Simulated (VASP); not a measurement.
ReB3:

```
Re B
1.0
     2.87686    0.00000    0.00000
     0.14833    2.90347    0.00000
     0.00621    0.00969    7.86868
Re B
2 6
Direct
  0.63127 0.46954 0.24730
  0.60568 0.48166 0.75322
  0.09285 0.01450 0.38424
  0.09811 0.00853 0.88707
  0.10335 0.01482 0.11602
  0.09139 0.01650 0.61284
  0.14782 0.49834 0.00065
  0.22953 0.49610 0.49866
```

```yaml
Program: VASP 6.6.1
Task: relaxation of cell and atoms
Functional: PBE
Potentials_or_basis: VASP PAW PBE potentials, release 64 (Re, B)
Cutoff: 600 eV
k_mesh: 6 × 6 × 2
Occupations: gaussian, width 0.1 eV
Spin: no spin polarisation
```

At the start: pressure 13.5 GPa; volume 8.22 Å³/atom.

Question: Where does the relaxation end?

Answer: Over 18 steps the energy falls by 66.9 meV/atom and the volume is 8.49 Å³/atom (+3.4 %); space group P1 (No. 1, to 0.1 Å) before, Pmm2 (No. 25, to 0.1 Å).

The path:
```csv
step,energy change (eV),largest force (eV/Å),pressure (GPa),volume (Å³)
1,0.0000,2.5425,13.54,65.73
2,-0.1872,0.9344,-17.69,72.48
3,-0.4289,0.5408,-6.14,69.28
4,-0.4893,0.3076,4.46,67.20
5,-0.5016,0.2722,1.19,67.78
6,-0.5153,0.2066,-0.01,68.02
7,-0.5164,0.2152,-0.43,68.11
8,-0.5222,0.1562,0.02,67.99
9,-0.5228,0.1504,0.18,67.95
10,-0.5269,0.1142,-0.05,67.98
11,-0.5281,0.1910,-0.25,68.00
12,-0.5312,0.1169,0.02,67.94
13,-0.5322,0.0985,0.31,67.87
14,-0.5338,0.0698,-0.13,67.96
15,-0.5343,0.0590,-0.73,68.09
16,-0.5350,0.0501,0.12,67.93
17,-0.5350,0.0502,0.01,67.95
18,-0.5353,0.0263,0.00,67.95
```

Final structure:
```yaml
crystal:
  lattice:
    - [2.91484, -0.07455, -0.00445]
    - [0.07506, 2.91833, -0.00217]
    - [-0.00586, 0.00453, 7.98237]
  atoms:
    - { symbol: Re, position: [0.60136, 0.49967, 0.25035] }
    - { symbol: Re, position: [0.60355, 0.49958, 0.75039] }
    - { symbol: B, position: [0.10720, 0.99976, 0.38734] }
    - { symbol: B, position: [0.10895, 0.00048, 0.88713] }
    - { symbol: B, position: [0.10701, 0.00059, 0.11285] }
    - { symbol: B, position: [0.10936, 0.99972, 0.61273] }
    - { symbol: B, position: [0.18097, 0.50061, 0.99956] }
    - { symbol: B, position: [0.18160, 0.49959, 0.49965] }
```

Caveat: the k points lie up to 0.39 Å⁻¹ apart in the final cell, too coarse for converged energies and pressures of a metal.
